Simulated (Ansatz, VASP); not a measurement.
Two plane-wave programs on Mg4BrO3

```
CELL_PARAMETERS angstrom
5.01908 0.00000 0.00000
0.00000 5.01908 0.00000
0.00000 0.00000 5.01908
ATOMIC_POSITIONS crystal
Mg 0.79698 0.79698 0.79698
Mg 0.79698 0.20302 0.20302
Mg 0.20302 0.79698 0.20302
Mg 0.20302 0.20302 0.79698
Br 0.50000 0.50000 0.50000
O 0.00000 0.00000 0.50000
O 0.00000 0.50000 0.00000
O 0.50000 0.00000 0.00000
```

Alike in both runs: task single point; functional PBE; k mesh 4 × 4 × 4; occupations gaussian, width 0.1 eV; collinear spin.

```csv
,VASP,Ansatz
version,VASP 6.6.1,Ansatz 0.2.0
potentials or method,"VASP PAW PBE potentials, release 64 (Mg, Br, O), cutoff 520 eV","scalar-relativistic, plane waves, PAW"
valence electrons in the cell,33,65
```

```csv
,VASP,Ansatz,Ansatz less VASP
gap on the k mesh at the Fermi level (eV),none,none,-
pressure (GPa),-0.6,-0.3,+0.31
rms of the force components (eV/Å),0.021,0.007,-0.0141
net moment per atom (μB),0.04,0.01,-0.030
```

Atom by atom the forces differ by 0.014 eV/Å (rms over components). A gap of «none» marks a metal or a gap that the smearing closes. VASP's potentials hold 33 valence electrons a cell and Ansatz's 65, so a difference there can come from the potentials and not from the codes. Ansatz's warnings: seeded moment not kept.
